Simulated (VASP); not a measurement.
Here is a VASP 6.6.1 calculation.

INCAR

```
PREC = Accurate
ENCUT = 520
EDIFF = 1E-7
ISMEAR = 0
SIGMA = 0.15
LREAL = F
LASPH = T
NELM = 100
ALGO = Normal
ISIF = 2
LWAVE = F
LCHARG = F
GGA = PS
NBANDS = 7
```

KPOINTS

```
regular mesh
0
Gamma
  26 26 26
```

Contents of POSCAR:

```
Be
1.0
   -1.2719177656      1.2719177656      1.2719177656
    1.2719177656     -1.2719177656      1.2719177656
    1.2719177656      1.2719177656     -1.2719177656
Be
1
Direct
    0.0000000000      0.0000000000      0.0000000000
```

Potentials or basis: VASP PAW PBE potentials, release 64 (Be).

Command:

```bash
$ cat potpaw_PBE.64/Be/POTCAR > POTCAR
$ mpirun -np 1 vasp_std > vasp.out
```

(1) What does it give for the pressure?

(2) What does it give for the band gap on the k mesh?

## Answers

(1) -6.6 GPa.

(2) zero (bands 1 and 2 overlap by 5.09 eV).

Caveat: the cell differs from its parent crystal (strain +0.015 along x and y, +0.015 along z); the cell stands under tension; the PAW data sets were made with another functional, which shifts forces and pressure a little.
